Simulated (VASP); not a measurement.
# InFe2H3 (P-6m2) in VASP: further runs

InFe2H3 is run at these levels: PBE; tasks: single point, relaxation of cell and atoms.

Everything below comes from runs of VASP 6.6.1. Logs are shortened: lines on timing, memory, paths and dates and some standing lists are left out, and cuts for length are marked.

## Step 1: The cell of the first run

Symmetry: P-6m2, No. 187, hexagonal system. Conventional cell: a = 4.292 Å, b = 4.292 Å, c = 7.592 Å, α = 90.00°, β = 90.00°, γ = 120.00°. Within 2.8 Å of In (site symmetry -6m2) lie 2 H at 2.15 Å and 3 Fe at 2.48 Å. Fe (site symmetry -6m2) has 2 H at 1.65 Å within 2.2 Å. Within 3.3 Å of Fe (site symmetry -6m2) lie 3 In at 2.48 Å and 6 H at 3.28 Å. Within 2.2 Å of H (site symmetry 3m) lie 1 Fe at 1.65 Å and 1 In at 2.15 Å. Within 3.3 Å of H (site symmetry -6m2) lie 3 Fe at 2.48 Å and 6 H at 2.98 Å.

The cell was built from a structure type or drawn by symmetry, and may not be a known phase.

## Step 2: Single point, PBE, collinear spin, ferromagnetic start

Contents of INCAR:

```
SYSTEM = InFe2H3
ALGO = Normal
EDIFF = 1E-7
ENCUT = 520
GGA = PE
ISIF = 2
ISMEAR = 0
ISPIN = 2
LASPH = .TRUE.
LCHARG = .TRUE.
LELF = .TRUE.
LMAXMIX = 4
LORBIT = 11
LREAL = .FALSE.
LVHAR = .TRUE.
LWAVE = .FALSE.
MAGMOM = 0 4 4 0 0 0
NBANDS = 29
NELM = 150
PREC = Accurate
SIGMA = 0.2
```

Contents of KPOINTS:

```
k-points
0
G
  5 5 2
  0 0 0
```

Contents of POSCAR:

```
InFe2H3
1.0
    4.2922799400      0.0000000035      0.0000000000
   -2.1461399730      3.7172234665      0.0000000000
    0.0000000000      0.0000000000      7.5919876223
In Fe H
1 2 3
Direct
    0.0000000000      0.0000000000      0.0000000000
    0.0000000000      0.0000000000      0.5000000000
    0.3333333333      0.6666666667      0.0000000000
    0.0000000000      0.0000000000      0.2831005906
    0.0000000000      0.0000000000      0.7168994094
    0.3333333333      0.6666666667      0.5000000000
```

Potentials or basis: VASP PAW PBE potentials, release 64 (In_d, Fe, H).

On the command line:

```
> cat potpaw_PBE.64/In_d/POTCAR potpaw_PBE.64/Fe/POTCAR potpaw_PBE.64/H/POTCAR > POTCAR
> mpirun -np 1 vasp_std > vasp.out
```

OUTCAR:

```text
SYSTEM = InFe2H3
   EDIFF = 1E-7
   ENCUT = 520
   GGA = PE
   ISIF = 2
   ISMEAR = 0
   ISPIN = 2
   LASPH = .TRUE.
   LORBIT = 11
   LREAL = .FALSE.
   NELM = 150
   PREC = Accurate

 ion  position               nearest neighbor table
   1  0.000  0.000  0.000-   4 2.15   5 2.15   3 2.48   3 2.48   3 2.48
   2  0.000  0.000  0.500-   4 1.65   5 1.65
   3  0.333  0.667  0.000-   1 2.48   1 2.48   1 2.48
   4  0.000  0.000  0.283-   2 1.65   1 2.15
   5  0.000  0.000  0.717-   2 1.65   1 2.15
   6  0.333  0.667  0.500-

  LATTYP: Found a hexagonal cell.
 ALAT       =     4.2922799400
 C/A-ratio  =     1.7687540721

  Lattice vectors:

 A1 = (   4.2922799400,   0.0000000035,   0.0000000000)
 A2 = (  -2.1461399730,   3.7172234665,   0.0000000000)
 A3 = (   0.0000000000,   0.0000000000,   7.5919876223)

Analysis of symmetry for initial positions (statically):
=====================================================================
 Subroutine PRICEL returns:
 Original cell was already a primitive cell.

 Routine SETGRP: Setting up the symmetry group for a
 hexagonal supercell.

 Subroutine GETGRP returns: Found 12 space group operations
 (whereof 12 operations were pure point group operations)
 out of a pool of 24 trial point group operations.

The static configuration has the point symmetry D_3h.

Analysis of symmetry for dynamics (positions and initial velocities):
=====================================================================
 Subroutine PRICEL returns:
 Original cell was already a primitive cell.

 Routine SETGRP: Setting up the symmetry group for a
 hexagonal supercell.

 Subroutine GETGRP returns: Found 12 space group operations
 (whereof 12 operations were pure point group operations)
 out of a pool of 24 trial point group operations.

The dynamic configuration has the point symmetry D_3h.

Analysis of structural, dynamic, and magnetic symmetry:
=====================================================================
 Subroutine PRICEL returns:
 Original cell was already a primitive cell.

 Routine SETGRP: Setting up the symmetry group for a
 hexagonal supercell.

 Subroutine GETGRP returns: Found 12 space group operations
 (whereof 12 operations were pure point group operations)
 out of a pool of 24 trial point group operations.

The overall configuration has the point symmetry D_3h.

 Subroutine INISYM returns: Found 12 space group operations
 (whereof 12 operations are pure point group operations),
 and found     1 'primitive' translations

----------------------------------------------------------------------------------------

                                     Primitive cell

  volume of cell :     121.1329

  direct lattice vectors                    reciprocal lattice vectors
     4.292279940  0.000000003  0.000000000     0.232976417  0.134508997  0.000000000
    -2.146139973  3.717223467  0.000000000    -0.000000000  0.269017994  0.000000000
     0.000000000  0.000000000  7.591987622     0.000000000  0.000000000  0.131717812

  length of vectors
     4.292279940  4.292279940  7.591987622     0.269017994  0.269017994  0.131717812

  position of ions in fractional coordinates (direct lattice)
     0.000000000  0.000000000  0.000000000
     0.000000000  0.000000000  0.500000000
     0.333333333  0.666666667  0.000000000
     0.000000000  0.000000000  0.283100591
     0.000000000  0.000000000  0.716899409
     0.333333333  0.666666667  0.500000000

  ion indices of the primitive-cell ions
   primitive index   ion index
                 1           1
                 2           2
                 3           3
                 4           4
                 5           5
                 6           6

[... 27 lines left out ...]
            Coordinates               Weight
  0.000000  0.000000  0.000000      1.000000
  0.200000 -0.000000  0.000000      6.000000
  0.400000  0.000000  0.000000      6.000000
  0.200000  0.200000  0.000000      6.000000
  0.400000  0.200000  0.000000      6.000000
  0.000000  0.000000  0.500000      1.000000
  0.200000 -0.000000  0.500000      6.000000
  0.400000  0.000000  0.500000      6.000000
  0.200000  0.200000  0.500000      6.000000
  0.400000  0.200000  0.500000      6.000000
   k-points           NKPTS =     10   k-points in BZ     NKDIM =     10   number of bands    NBANDS=     29
   number of dos      NEDOS =    301   number of ions     NIONS =      6
   total plane-waves  NPLWV =  57344
   dimension x,y,z NGX =    32 NGY =   32 NGZ =   56
   dimension x,y,z NGXF=    64 NGYF=   64 NGZF=  112
   ions per type =               1   2   3
   NGX,Y,Z   is equivalent  to a cutoff of  12.39, 12.39, 12.26 a.u.
   NGXF,Y,Z  is equivalent  to a cutoff of  24.79, 24.79, 24.53 a.u.
 SYSTEM =  InFe2H3
   PREC   = accura    normal or accurate (medium, high low for compatibility)
   ISTART =      0    job   : 0-new  1-cont  2-samecut
   ICHARG =      2    charge: 1-file 2-atom 10-const
   ISPIN  =      2    spin polarized calculation?
   LNONCOLLINEAR =      F non collinear calculations
   LSORBIT =      F    spin-orbit coupling
   LASPH  =      T    aspherical Exc in radial PAW
   ENCUT  =  520.0 eV  38.22 Ry    6.18 a.u.   7.98  7.98 14.12*2*pi/ulx,y,z
   NELM   =    150;   NELMIN=  2; NELMDL= -5     # of ELM steps
   EDIFF  = 0.1E-06   stopping-criterion for ELM
   LREAL  =      F    real-space projection
   EDIFFG = 0.1E-05   stopping-criterion for IOM
   NSW    =      0    number of steps for IOM
   IBRION =     -1    ionic relax: 0-MD 1-quasi-New 2-CG
   NFREE  =      0    steps in history (QN), initial steepest desc. (CG)
   ISIF   =      2    stress and relaxation
   ISYM   =      2    0-nonsym 1-usesym 2-fastsym
   POTIM  = 0.5000    time-step for ionic-motion
   TEBEG  =    0.0;   TEEND  =   0.0 temperature during run
   PSTRESS=    0.0 pullay stress
   NELECT =      32.0000    total number of electrons
   NUPDOWN=      -1.0000    fix difference up-down
   EMIN   =  10.00;   EMAX   =-10.00  energy-range for DOS
   EFERMI =   0.00;   METHOD = LEGACY
   ISMEAR =     0;   SIGMA  =   0.20  broadening in eV -4-tet -1-fermi 0-gaus
   EFERMI_NEDOS =   21; number of points for ismear=-14 and -15
   IALGO  =     38    algorithm
   IMIX   =      4    mixing-type and parameters
     AMIX     =   0.40;   BMIX     =  1.00
     AMIX_MAG =   1.60;   BMIX_MAG =  1.00
  volume/ion in A,a.u.               =      20.19       136.24
  Fermi-wavevector in a.u.,A,eV,Ry     =   1.050439  1.985042 15.012963  1.103422
  Thomas-Fermi vector in A             =   2.185442
   LORBIT       =     11    0 simple, 1 ext, 2 COOP (PROOUT), +10 PAW based schemes
   GGA     = PE    functional components
   LHFCALC =     F    Hartree Fock is set to
   AEXX    =    0.0000 exact exchange contribution
   IVDW    =     0    specifies the selected vdW correction
   LEPSILON=     F    determine dielectric tensor
   LRPA    =     F    only Hartree local field effects (RPA)
 spin polarized calculation
 Gauss-broadening in eV      SIGMA  =   0.20
  energy-cutoff  :      520.00
  volume of cell :      121.13
 maximum number of plane-waves:      3282
 NGX is ok and might be reduce to    32
   NGX = 15   NGY = 15   NGZ = 29

 number of electron      31.9999993 magnetization       6.5023404

 Free energy of the ion-electron system (eV)
  ---------------------------------------------------
  ext. energy  EPLUGINS =         0.00000000
  ---------------------------------------------------
  free energy    TOTEN  =       -21.48758804 eV

  energy without entropy =      -21.25663999  energy(sigma->0) =      -21.37211402

 E-fermi :   0.5619     XC(G=0):  -7.7579

 val. band max:        0.5512632408   @ k =   0.2000   0.2000   0.0000
 cond. band min:       0.5757711172   @ k =   0.4000   0.0000   0.5000
 fundamental gap:      0.0245078764
 Fermi energy:         0.5619317547

 spin component 1

 k-point     1 :       0.0000    0.0000    0.0000
  band No.  band energies     occupation
      1     -13.5528      1.00000
      2     -13.5396      1.00000
      3     -13.5396      1.00000
      4     -13.4336      1.00000
      5     -13.4336      1.00000
      6      -6.6506      1.00000
[... 299 lines left out ...]
     27       8.2398      0.00000
     28       8.5483      0.00000
 Fermi energy:         0.5619317547

 spin component 2

 k-point     1 :       0.0000    0.0000    0.0000
  band No.  band energies     occupation
      1     -13.5813      1.00000
      2     -13.5813      1.00000
      3     -13.5714      1.00000
      4     -13.4573      1.00000
      5     -13.4573      1.00000
      6      -6.5265      1.00000
[... 299 lines left out ...]
     27       8.7534      0.00000
     28       9.1197      0.00000
 [bands above 28 left out]

------------------------ aborting loop because EDIFF is reached ----------------------------------------

  FORCE on cell =-STRESS in cart. coord.  units (eV):
  Direction    XX          YY          ZZ          XY          YZ          ZX
  --------------------------------------------------------------------------------------
  -------------------------------------------------------------------------------------
  Total       -0.0490744     -0.0490744     -0.1007696     -0.0000000      0.0000000      0.0000000
  in kB       -0.6490880     -0.6490880     -1.3328390     -0.0000000      0.0000000      0.0000000
  external PRESSURE =      -0.8770050 kB  Pullay stress =       0.0000000 kB

 VOLUME and BASIS-vectors are now :
 -----------------------------------------------------------------------------
  energy-cutoff  :      520.00
  volume of cell :      121.13
      direct lattice vectors                 reciprocal lattice vectors
     4.292279940  0.000000003  0.000000000     0.232976417  0.134508997  0.000000000
    -2.146139973  3.717223467  0.000000000    -0.000000000  0.269017994  0.000000000
     0.000000000  0.000000000  7.591987622     0.000000000  0.000000000  0.131717812

 POSITION                                       TOTAL-FORCE (eV/Angst)
 -----------------------------------------------------------------------------------
      0.00000      0.00000      0.00000        -0.000000      0.000000      0.000000
      0.00000      0.00000      3.79599        -0.000000     -0.000000      0.000000
     -0.00000      2.47815      0.00000         0.000000     -0.000000      0.000000
      0.00000      0.00000      2.14930        -0.000000     -0.000000     -0.048056
      0.00000      0.00000      5.44269        -0.000000     -0.000000      0.048056
     -0.00000      2.47815      3.79599        -0.000000     -0.000000      0.000000
 -----------------------------------------------------------------------------------
    total drift:                                0.000001     -0.000001     -0.000000

  FREE ENERGIE OF THE ION-ELECTRON SYSTEM (eV)
  ---------------------------------------------------
  free  energy   TOTEN  =       -21.4875880447 eV

  energy  without entropy=      -21.2566399885  energy(sigma->0) =      -21.37211402

 total charge

# of ion       s       p       d       tot
------------------------------------------
    1        0.981   0.721   9.861  11.563
    2        0.369   0.290   5.948   6.607
    3        0.481   0.197   6.215   6.893
    4        0.535   0.010   0.000   0.545
    5        0.535   0.010   0.000   0.545
    6        0.428   0.002   0.000   0.430
--------------------------------------------------
tot          3.329   1.228  22.025  26.582

 magnetization (x)

# of ion       s       p       d       tot
------------------------------------------
    1       -0.031  -0.121   0.015  -0.137
    2        0.088   0.032   3.281   3.401
    3        0.072  -0.014   2.816   2.874
    4       -0.007   0.001   0.000  -0.006
    5       -0.007   0.001   0.000  -0.006
    6        0.011   0.001   0.000   0.011
--------------------------------------------------
tot          0.125  -0.100   6.112   6.137
```

Wall time 84 s (1 thread of AMD EPYC 9R45 (Zen 5), shared host); peak memory 0.26 GiB.

Results:

```yaml
Free_energy: -21.4876 eV
Pressure: -0.1 GPa
Largest_force: 0.048 eV/Å
Net_moment: 6.50 μB per cell
Site_moments: In -0.14; Fe +3.40, +2.87; H -0.01, +0.01 (each value once) μB
Valence_electrons_inside_the_program's_atomic_spheres: In 11.56; Fe 6.61, 6.89; H 0.55, 0.43 (each value once)
```

Forces on the atoms (eV/Å):
```
In   0.000  0.000  0.000
Fe   0.000  0.000  0.000
Fe   0.000  0.000  0.000
H    0.000  0.000 -0.048
H    0.000  0.000  0.048
H    0.000  0.000  0.000
```

Levels at points of the mesh, in eV from the Fermi level:
Spin up:
```
           k point  band 15  band 16  band 17  band 18  band 19  band 20  band 21  band 22  band 23  band 24
(0.00, 0.00, 0.00)    -2.69    -2.64    -2.60    -2.60     1.60     3.21     4.30     4.30     5.76     6.53
(0.00, 0.00, 0.50)    -2.68    -2.60    -2.60    -1.17    -0.13     2.99     4.39     4.39     5.40     6.47
```
Spin down:
```tsv
k point	band 10	band 11	band 12	band 13	band 14	band 15
(0.00, 0.00, 0.00)	-0.88	-0.88	0.03	0.03	0.13	0.13
(0.00, 0.00, 0.50)	-0.88	-0.88	0.02	0.02	0.17	0.17
```

Caveat: the k points lie up to 0.41 Å⁻¹ apart; spin-orbit coupling is left out, which moves the levels of the heavy elements.

## Step 3: Relaxation of cell and atoms, PBE, collinear spin, ferromagnetic start

This run uses another cell than the first one, of 14.68 Å³/atom.

Contents of INCAR:

```
PREC = Accurate
ENCUT = 600
EDIFF = 1E-6
ISMEAR = 0
SIGMA = 0.2
LREAL = False
LASPH = True
NELM = 150
ALGO = Normal
ISIF = 3
LWAVE = False
LCHARG = False
ISPIN = 2
MAGMOM = 0 4 4 0 0 0
LORBIT = 11
LMAXMIX = 4
GGA = PE
IBRION = 2
NSW = 36
EDIFFG = -0.08
```

Contents of KPOINTS:

```
regular mesh
0
Gamma
  5 5 2
```

Contents of POSCAR:

```
InFe2H3
1.0
    3.5882537500      0.0000000000      0.0000000000
   -1.7941268800      3.1075189100      0.0000000000
    0.0000000000      0.0000000000      7.8997663100
In Fe H
1 2 3
Direct
    0.0000000000      0.0000000000      0.0000000000
    0.0000000000      0.0000000000      0.5000000000
    0.3333333300      0.6666666700      0.0000000000
    0.0000000000      0.0000000000      0.2672192100
    0.0000000000      0.0000000000      0.7327807900
    0.3333333300      0.6666666700      0.5000000000
```

Potentials or basis: VASP PAW PBE potentials, release 64 (In_d, Fe, H).

On the command line:

```
> cat potpaw_PBE.64/In_d/POTCAR potpaw_PBE.64/Fe/POTCAR potpaw_PBE.64/H/POTCAR > POTCAR
> mpirun -np 1 vasp_std > vasp.out
```

Wall time 6.9 min (1 thread of AMD EPYC 9R45 (Zen 5), shared host); peak memory 0.27 GiB.

The run converged. Its results:

| Item | Value |
| --- | --- |
| Free energy | -21.4690 eV |
| Relaxed volume | 19.89 Å³/atom |
| Relaxed cell | a = 4.278 Å, b = 4.278 Å, c = 7.529 Å, α = 90.00°, β = 90.00°, γ = 120.00° |
| Space group after relaxing (to 0.1 Å) | P-6m2 (No. 187) |
| Energy gained by relaxing | 518.1 meV/atom |
| Ionic steps | 8 |
| Pressure after relaxing | 0.1 GPa |
| Largest force after relaxing | 0.054 eV/Å |
| Net moment | 6.48 μB per cell |
| Site moments | In -0.14; Fe +3.39, +2.87; H -0.01, +0.01 (each value once) μB |
| Valence electrons inside the program's atomic spheres | In 11.58; Fe 6.61, 6.90; H 0.55, 0.43 (each value once) |

Forces in eV/Å, atoms in the order of the input:
```
In   0.000  0.000  0.000
Fe   0.000  0.000  0.000
Fe   0.000  0.000  0.000
H    0.000  0.000  0.054
H    0.000  0.000 -0.054
H    0.000  0.000  0.000
```

Stress tensor (GPa, compression positive):
```
 0.14  0.00  0.00
 0.00  0.14  0.00
 0.00  0.00 -0.03
```

The path:
```
step  energy change (eV)  largest force (eV/Å)  pressure (GPa)  volume (Å³)
   1              0.0000                0.9564           22.99        88.09
   2             -2.9924                0.6183            0.73       116.68
   3             -3.0416                0.5868           -0.29       120.19
   4             -3.0384                0.5136           -1.86       127.35
   5             -3.0553                0.5544           -1.10       123.49
   6             -3.0547                0.5607           -0.89       122.73
   7             -3.0986                0.2694           -0.32       120.67
   8             -3.1084                0.0541            0.08       119.33
```

Final structure:
```xyz
6
Lattice="4.2781 0.0000 0.0000 -2.1390 3.7049 0.0000 0.0000 0.0000 7.5288" Properties=species:S:1:pos:R:3 pbc="T T T"
In    0.0000    0.0000    0.0000
Fe    0.0000    0.0000    3.7644
Fe    0.0000    2.4699    7.5288
H     0.0000    0.0000    2.1103
H     0.0000    0.0000    5.4184
H     0.0000    2.4699    3.7644
```

Levels at points of the mesh, in eV from the Fermi level:
Spin up:
```
           k point  band 17  band 18  band 19  band 20  band 21  band 22
(0.00, 0.00, 0.00)    -2.61    -2.61     1.61     3.32     4.32     4.32
(0.00, 0.00, 0.50)    -2.61    -1.11    -0.16     3.06     4.42     4.42
```
Spin down:
| k point | band 9 | band 10 | band 11 | band 12 | band 13 | band 14 | band 15 | band 16 |
| --- | --- | --- | --- | --- | --- | --- | --- | --- |
| (0.00, 0.00, 0.00) | -2.26 | -0.90 | -0.90 | 0.03 | 0.03 | 0.13 | 0.13 | 0.24 |
| (0.00, 0.00, 0.50) | -1.46 | -0.90 | -0.90 | 0.02 | 0.02 | 0.17 | 0.17 | 0.21 |

Caveat: the k points lie up to 0.42 Å⁻¹ apart in the final cell; the volume moved by over 15 % at a fixed basis, so the end points are rough; spin-orbit coupling is left out, which moves the levels of the heavy elements; the relaxation stopped at a loose force limit of 0.08 eV/Å, so its end isn't a converged minimum.
